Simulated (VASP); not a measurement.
A run of VASP 6.6.1:

Contents of INCAR:

```
SYSTEM = NaCl
  ALGO = Normal
  EDIFF = 1E-6
  EDIFFG = -0.01
  ENCUT = 600
  IBRION = 2
  ISIF = 3
  ISMEAR = -1
  LASPH = .TRUE.
  LCHARG = .FALSE.
  LREAL = .FALSE.
  LWAVE = .FALSE.
  NELM = 60
  NSW = 60
  PREC = Accurate
  SIGMA = 0.05
```

The input KPOINTS:

```
k-points
0
G
  8 8 8
  0 0 0
```

The input POSCAR:

```
NaCl
1.0
    0.0000000000      2.7940632177      2.7940632177
    2.7940632177      0.0000000000      2.7940632177
    2.7940632177      2.7940632177      0.0000000000
Cl Na
1 1
Direct
    0.5000000000      0.5000000000      0.5000000000
    0.0000000000      0.0000000000      0.0000000000
```

Potentials or basis: VASP PAW LDA potentials, release 64 (Cl, Na_pv).

Run with:

```sh
$ cat potpaw_LDA.64/Cl/POTCAR potpaw_LDA.64/Na_pv/POTCAR > POTCAR
$ mpirun -np 1 vasp_std > vasp.out
```

Hardware: 1 thread of Intel Xeon 8259CL (shared host).

Q: How long does it take, and how much memory?

A: Run time: 28 s on 1 thread of Intel Xeon 8259CL, on a shared host, peak memory 0.16 GiB. Counts: scf iterations 31, k points 29, ion steps 4.
